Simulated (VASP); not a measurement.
A run of VASP 6.6.1 is set up as follows.

File INCAR:

```
SYSTEM = C
PREC = Accurate ; ENCUT = 520
EDIFF = 1E-6 ; ISMEAR = -1
SIGMA = 0.15 ; LREAL = .FALSE.
LASPH = .TRUE. ; NELM = 80
ALGO = Normal ; ISIF = 2
LWAVE = .FALSE. ; LCHARG = .FALSE.
GGA = PS ; NBANDS = 11
```

Contents of KPOINTS:

```
regular mesh
0
G
  18 18 6
  0 0 0
```

The input POSCAR:

```
C
1.0
    2.4588140218      0.0000000000      0.0000000000
   -1.2294070109      2.1293954061      0.0000000000
    0.0000000000      0.0000000000      8.5228814217
C
2
Direct
    0.3333333333      0.6666666667      0.0000000000
    0.6666666667      0.3333333333      0.0000000000
```

Potentials or basis: VASP PAW PBE potentials, release 64 (C).

Run with:

```sh
$ cat potpaw_PBE.64/C/POTCAR > POTCAR
$ mpirun -np 1 vasp_std > vasp.out
```

(1) Estimate the band gap on the k mesh.

## Answers

(1) zero (filled and empty bands touch).

Caveat: there is no dipole correction, which matters where the two faces differ.
